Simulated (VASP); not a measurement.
# WS2 (R3m) in VASP: notebook

Runs on WS2. Level: r2SCAN. Tasks: single point.

Everything below comes from runs of VASP 6.6.1. Logs are shortened: lines on timing, memory, paths and dates and some standing lists are left out, and cuts for length are marked.

### Step 1. The cell of the first run

Symmetry: R3m, No. 160, trigonal system. Conventional cell: a = 3.187 Å, b = 3.187 Å, c = 20.764 Å, α = 90.00°, β = 90.00°, γ = 120.00°. Within 3.2 Å of W (site symmetry 3m) lie 6 S at 2.41 Å and 6 W at 3.19 Å. Within 3.2 Å of S (site symmetry 3m) lie 3 W at 2.41 Å and 7 S at 3.12 to 3.19 Å. Within 3.2 Å of S (site symmetry 3m) lie 3 W at 2.41 Å and 7 S at 3.12 to 3.19 Å.

### Step 2. Single point, r2SCAN (20.29 Å³/atom)

POSCAR reads:

```
WS2
1.0
    1.5933551399      0.9199240189      6.9213685100
   -1.5933551399      0.9199240189      6.9213685100
    0.0000000000     -1.8398480379      6.9213685100
W S
1 2
Direct
    0.0006768581      0.0006768581      0.0006768581
    0.2589479512      0.2589479512      0.2589479512
    0.4090751906      0.4090751906      0.4090751906
```

INCAR.step1 reads:

```
PREC = Accurate
ENCUT = 550
ISMEAR = 0
SIGMA = 0.02
LREAL = F
LASPH = T
NELM = 120
NBANDS = 20
GGA = PE
ALGO = Normal
EDIFF = 1E-5
LWAVE = T
LCHARG = F
GGA_COMPAT = F
```

INCAR.step2 reads:

```
PREC = Accurate
ENCUT = 550
EDIFF = 1E-6
ISMEAR = 0
SIGMA = 0.02
LREAL = F
LASPH = T
NELM = 120
ALGO = Normal
ISIF = 2
LWAVE = F
LCHARG = F
METAGGA = R2SCAN
LMIXTAU = T
NBANDS = 20
ISTART = 1
GGA_COMPAT = F
```

KPOINTS reads:

```
regular mesh
0
Gamma
  12 12 12
```

Potentials or basis: VASP PAW PBE potentials, release 64 (W_sv, S).

Command:

```
$ cat potpaw_PBE.64/W_sv/POTCAR potpaw_PBE.64/S/POTCAR > POTCAR
$ cp INCAR.step1 INCAR
$ mpirun -np 1 vasp_std > vasp.out
$ cp INCAR.step2 INCAR
$ mpirun -np 1 vasp_std > vasp.out
```

OUTCAR:

```text
PREC = Accurate
   ENCUT = 550
   EDIFF = 1E-6
   ISMEAR = 0
   LREAL = F
   LASPH = T
   NELM = 120
   ISIF = 2
   METAGGA = R2SCAN
   ISTART = 1

 ion  position               nearest neighbor table
   1  0.001  0.001  0.001-   2 2.41   2 2.41   2 2.41   3 2.41   3 2.41   3 2.41
   2  0.259  0.259  0.259-   1 2.41   1 2.41   1 2.41
   3  0.409  0.409  0.409-   1 2.41   1 2.41   1 2.41

  LATTYP: Found a trigonal (rhomboedric) cell.
 ALAT       =     7.1617304371
 COS(alpha) =     0.9010036400

  Lattice vectors:

 A1 = (   1.5933551399,   0.9199240189,   6.9213685100)
 A2 = (  -1.5933551399,   0.9199240189,   6.9213685100)
 A3 = (   0.0000000000,  -1.8398480379,   6.9213685100)

Analysis of symmetry for initial positions (statically):
=====================================================================
 Subroutine PRICEL returns:
 Original cell was already a primitive cell.

 Routine SETGRP: Setting up the symmetry group for a
 trigonal (rhombohedral) supercell.

 Subroutine GETGRP returns: Found  6 space group operations
 (whereof  6 operations were pure point group operations)
 out of a pool of 12 trial point group operations.

The static configuration has the point symmetry C_3v.

Analysis of symmetry for dynamics (positions and initial velocities):
=====================================================================
 Subroutine PRICEL returns:
 Original cell was already a primitive cell.

 Routine SETGRP: Setting up the symmetry group for a
 trigonal (rhombohedral) supercell.

 Subroutine GETGRP returns: Found  6 space group operations
 (whereof  6 operations were pure point group operations)
 out of a pool of 12 trial point group operations.

The dynamic configuration has the point symmetry C_3v.

 Subroutine INISYM returns: Found  6 space group operations
 (whereof  6 operations are pure point group operations),
 and found     1 'primitive' translations

----------------------------------------------------------------------------------------

                                     Primitive cell

  volume of cell :      60.8706

  direct lattice vectors                    reciprocal lattice vectors
     1.593355140  0.919924019  6.921368510     0.313803237  0.181174383  0.048160033
    -1.593355140  0.919924019  6.921368510    -0.313803237  0.181174383  0.048160033
     0.000000000 -1.839848038  6.921368510     0.000000000 -0.362348766  0.048160033

  length of vectors
     7.161730437  7.161730437  7.161730437     0.365535248  0.365535248  0.365535248

  position of ions in fractional coordinates (direct lattice)
     0.000676858  0.000676858  0.000676858
     0.258947951  0.258947951  0.258947951
     0.409075191  0.409075191  0.409075191

  ion indices of the primitive-cell ions
   primitive index   ion index
                 1           1
                 2           2
                 3           3

----------------------------------------------------------------------------------------

 KPOINTS: regular mesh

Automatic generation of k-mesh.
 Grid dimensions read from file:
 generate k-points for:   12   12   12

 Generating k-lattice:

  Cartesian coordinates                     Fractional coordinates (reciprocal lattice)
     0.026150270  0.015097865  0.004013336     0.083333333 -0.000000000 -0.000000000
    -0.026150270  0.015097865  0.004013336    -0.000000000  0.083333333 -0.000000000
     0.000000000 -0.030195731  0.004013336    -0.000000000 -0.000000000  0.083333333

  Length of vectors
     0.030461271  0.030461271  0.030461271

  Shift w.r.t. Gamma in fractional coordinates (k-lattice)
     0.000000000  0.000000000  0.000000000

 Subroutine IBZKPT returns following result:
 ===========================================

 Found    189 irreducible k-points:

 Following reciprocal coordinates:
            Coordinates               Weight
  0.000000  0.000000  0.000000      1.000000
  0.083333 -0.000000  0.000000      6.000000
  0.166667 -0.000000  0.000000      6.000000
  0.250000 -0.000000  0.000000      6.000000
  0.333333 -0.000000  0.000000      6.000000
  0.416667 -0.000000 -0.000000      6.000000
[... 16 lines left out ...]
  0.500000  0.166667  0.000000     12.000000
 -0.416667  0.166667 -0.000000     12.000000
 [... further k-points ...]
   k-points           NKPTS =    189   k-points in BZ     NKDIM =    189   number of bands    NBANDS=     20
   number of dos      NEDOS =    301   number of ions     NIONS =      3
   total plane-waves  NPLWV = 175616
   dimension x,y,z NGX =    56 NGY =   56 NGZ =   56
   dimension x,y,z NGXF=   112 NGYF=  112 NGZF=  112
   ions per type =               1   2
   NGX,Y,Z   is equivalent  to a cutoff of  13.00, 13.00, 13.00 a.u.
   NGXF,Y,Z  is equivalent  to a cutoff of  26.00, 26.00, 26.00 a.u.
 SYSTEM =  unknown system
   PREC   = accura    normal or accurate (medium, high low for compatibility)
   ISTART =      1    job   : 0-new  1-cont  2-samecut
   ICHARG =      0    charge: 1-file 2-atom 10-const
   ISPIN  =      1    spin polarized calculation?
   LNONCOLLINEAR =      F non collinear calculations
   LSORBIT =      F    spin-orbit coupling
   LASPH  =      T    aspherical Exc in radial PAW
   ENCUT  =  550.0 eV  40.42 Ry    6.36 a.u.  13.69 13.69 13.69*2*pi/ulx,y,z
   NELM   =    120;   NELMIN=  2; NELMDL=  0     # of ELM steps
   EDIFF  = 0.1E-05   stopping-criterion for ELM
   LREAL  =      F    real-space projection
   EDIFFG = 0.1E-04   stopping-criterion for IOM
   NSW    =      0    number of steps for IOM
   IBRION =     -1    ionic relax: 0-MD 1-quasi-New 2-CG
   NFREE  =      0    steps in history (QN), initial steepest desc. (CG)
   ISIF   =      2    stress and relaxation
   ISYM   =      2    0-nonsym 1-usesym 2-fastsym
   POTIM  = 0.5000    time-step for ionic-motion
   TEBEG  =    0.0;   TEEND  =   0.0 temperature during run
   PSTRESS=    0.0 pullay stress
   NELECT =      26.0000    total number of electrons
   NUPDOWN=      -1.0000    fix difference up-down
   EMIN   =  10.00;   EMAX   =-10.00  energy-range for DOS
   EFERMI =   0.00;   METHOD = LEGACY
   ISMEAR =     0;   SIGMA  =   0.02  broadening in eV -4-tet -1-fermi 0-gaus
   EFERMI_NEDOS =   21; number of points for ismear=-14 and -15
   IALGO  =     38    algorithm
   IMIX   =      4    mixing-type and parameters
     AMIX     =   0.40;   BMIX     =  1.00
     AMIX_MAG =   1.60;   BMIX_MAG =  1.00
  volume/ion in A,a.u.               =      20.29       136.93
  Fermi-wavevector in a.u.,A,eV,Ry     =   1.232906  2.329855 20.681639  1.520058
  Thomas-Fermi vector in A             =   2.367658
   LORBIT       =      0    0 simple, 1 ext, 2 COOP (PROOUT), +10 PAW based schemes
   METAGGA = R2SCAN    functional components
   LHFCALC =     F    Hartree Fock is set to
   AEXX    =    0.0000 exact exchange contribution
   IVDW    =     0    specifies the selected vdW correction
   LEPSILON=     F    determine dielectric tensor
   LRPA    =     F    only Hartree local field effects (RPA)
 non-spin polarized calculation
 Gauss-broadening in eV      SIGMA  =   0.02
  energy-cutoff  :      550.00
  volume of cell :       60.87
 maximum number of plane-waves:      1804
   NGX = 27   NGY = 27   NGZ = 27

 number of electron      26.0000000 magnetization

 Free energy of the ion-electron system (eV)
  ---------------------------------------------------
  ext. energy  EPLUGINS =         0.00000000
  ---------------------------------------------------
  free energy    TOTEN  =       -70.07486805 eV

  energy without entropy =      -70.07486805  energy(sigma->0) =      -70.07486805

 E-fermi :   5.5764     XC(G=0): -10.6578

 val. band max:        5.4679109047   @ k =   0.5000   0.5000   0.5000
 cond. band min:       6.9846063507   @ k =  -0.2500   0.4167   0.0833
 fundamental gap:      1.5166954460
 Fermi energy:         5.5764323667

 k-point     1 :       0.0000    0.0000    0.0000
  band No.  band energies     occupation
      1     -70.8820      2.00000
      2     -34.4655      2.00000
      3     -34.3169      2.00000
      4     -34.3169      2.00000
      5     -10.4040      2.00000
      6      -8.5975      2.00000
[... 12 lines left out ...]
     19      12.9766      0.00000
     20      14.4548      0.00000

 k-point     2 :       0.0833   -0.0000    0.0000
  band No.  band energies     occupation
      1     -70.8808      2.00000
      2     -34.4610      2.00000
      3     -34.3410      2.00000
      4     -34.3225      2.00000
      5     -10.2854      2.00000
      6      -8.5580      2.00000
[... 12 lines left out ...]
     19      13.1957      0.00000
     20      14.9209      0.00000

 k-point     3 :       0.1667   -0.0000    0.0000
  band No.  band energies     occupation
      1     -70.8774      2.00000
      2     -34.4489      2.00000
      3     -34.4064      2.00000
      4     -34.3377      2.00000
      5      -9.9475      2.00000
      6      -8.4456      2.00000
[... 12 lines left out ...]
     19      13.8421      0.00000
     20      15.1823      0.00000

 k-point     4 :       0.2500   -0.0000    0.0000
  band No.  band energies     occupation
      1     -70.8727      2.00000
      2     -34.4945      2.00000
      3     -34.4323      2.00000
      4     -34.3584      2.00000
      5      -9.4461      2.00000
      6      -8.2808      2.00000
[... 12 lines left out ...]
     19      14.1129      0.00000
     20      14.6545      0.00000

 k-point     5 :       0.3333   -0.0000    0.0000
  band No.  band energies     occupation
      1     -70.8680      2.00000
      2     -34.5813      2.00000
      3     -34.4157      2.00000
      4     -34.3790      2.00000
      5      -8.8803      2.00000
      6      -8.1001      2.00000
[... 12 lines left out ...]
     19      13.1472      0.00000
     20      13.9270      0.00000
[... 353 lines left out ...]
      6      -8.1990      2.00000
[... 12 lines left out ...]
     19      13.8487      0.00000
     20      15.0107      0.00000

 k-point    22 :       0.4167    0.1667    0.0000
  band No.  band energies     occupation
      1     -70.8663      2.00000
      2     -34.5812      2.00000
      3     -34.4192      2.00000
      4     -34.4096      2.00000
      5      -8.6540      2.00000
      6      -8.0271      2.00000
[... 12 lines left out ...]
     19      13.5605      0.00000
     20      14.7765      0.00000

 k-point    23 :       0.5000    0.1667    0.0000
  band No.  band energies     occupation
      1     -70.8633      2.00000
      2     -34.6233      2.00000
      3     -34.4449      2.00000
      4     -34.3991      2.00000
      5      -8.2307      2.00000
      6      -7.8854      2.00000
[... 12 lines left out ...]
     19      13.8231      0.00000
     20      14.6900      0.00000

 k-point    24 :      -0.4167    0.1667   -0.0000
  band No.  band energies     occupation
      1     -70.8623      2.00000
      2     -34.6384      2.00000
      3     -34.4544      2.00000
      4     -34.3952      2.00000
      5      -8.0648      2.00000
      6      -7.8274      2.00000
[... 12 lines left out ...]
     19      14.2010      0.00000
     20      14.7171      0.00000

 [... further k-points ...]
[... 5 lines left out ...]
  --------------------------------------------------------------------------------------
  -------------------------------------------------------------------------------------
  Total       -0.1278845     -0.1278845     -0.1428304     -0.0000000      0.0000000      0.0000000
  in kB       -3.3660524     -3.3660524     -3.7594437     -0.0000000      0.0000000      0.0000000
  external PRESSURE =      -3.4971828 kB  Pullay stress =       0.0000000 kB

 VOLUME and BASIS-vectors are now :
 -----------------------------------------------------------------------------
  energy-cutoff  :      550.00
  volume of cell :       60.87
      direct lattice vectors                 reciprocal lattice vectors
     1.593355140  0.919924019  6.921368510     0.313803237  0.181174383  0.048160033
    -1.593355140  0.919924019  6.921368510    -0.313803237  0.181174383  0.048160033
     0.000000000 -1.839848038  6.921368510     0.000000000 -0.362348766  0.048160033

 POSITION                                       TOTAL-FORCE (eV/Angst)
 -----------------------------------------------------------------------------------
      0.00000     -0.00000      0.01405         0.000000     -0.000000      0.000042
      0.00000     -0.00000      5.37682         0.000000      0.000000     -0.019815
      0.00000     -0.00000      8.49408         0.000000     -0.000000      0.019773
 -----------------------------------------------------------------------------------
    total drift:                               -0.000000     -0.000000     -0.000090

  FREE ENERGIE OF THE ION-ELECTRON SYSTEM (eV)
  ---------------------------------------------------
  free  energy   TOTEN  =       -70.0748680524 eV

  energy  without entropy=      -70.0748680524  energy(sigma->0) =      -70.07486805
```

Run time: 34 min. Hardware: 1 thread of Intel Xeon 6975P-C (Granite Rapids), shared host; peak memory 0.61 GiB.

What came out:

```yaml
Free_energy: -70.0749 eV
Pressure: -0.3 GPa
Largest_force: 0.020 eV/Å
Band_gap_on_the_k_mesh: 1.52 eV (least direct gap 1.91 eV)
```

Forces in eV/Å, atoms in the order of the input:
```
W    0.000  0.000  0.000
S    0.000  0.000 -0.020
S    0.000  0.000  0.020
```

Caveat: the PAW data sets were made with another functional, which shifts forces and pressure a little; spin-orbit coupling is left out, which moves the levels of the heavy elements. A k mesh can miss the band edges.

(Continued in part 2 of 2.)
